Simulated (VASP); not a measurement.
Runs of VASP 6.6.1 on CdBi3O. The structure is that of space group Pm-3m (No. 221), or close to it. The cells are those of the table. The cell was generated, and may not be a known phase.

| task | cell | k mesh | gap on the mesh (eV) | pressure (GPa) | relaxed volume (Å³/atom) |
| --- | --- | --- | --- | --- | --- |
| relaxation of cell and atoms | relaxed from a = 4.675 Å, 5 atoms | 4 × 4 × 4 | none | -0.1 | (a) |
| single point | a = 5.004 Å, 5 atoms | 4 × 4 × 4 | none | 0.0 | - |
| single point | a = 4.675 Å, 5 atoms | 4 × 4 × 4 | none | 21.3 | - |
| relaxation of cell and atoms | relaxed from a = 5.004 Å, 5 atoms | 8 × 8 × 8 | none | 0.0 | 25.34 |
| single point | a = 5.022 Å, 5 atoms | 8 × 8 × 8 | none | 0.0 | - |

Alike in all rows: level PBE; potentials or basis VASP PAW PBE potentials, release 64 (Cd, Bi_d, O); no spin polarisation; cutoff (eV) 600; smearing gaussian 0.1 eV.

Problem. Estimate the missing entries.

Solution. (a) 25.14.

Caveats: spin-orbit coupling is left out, which moves the levels of the heavy elements; the volume moved by over 15 % at a fixed basis, so the end points are rough (at least some runs); the cell stands under pressure (at least some runs).

A k mesh can miss the band edges, and the runs leave out spin-orbit coupling on Bi, Cd.

A gap of «none» marks levels without a gap at the run's occupations.
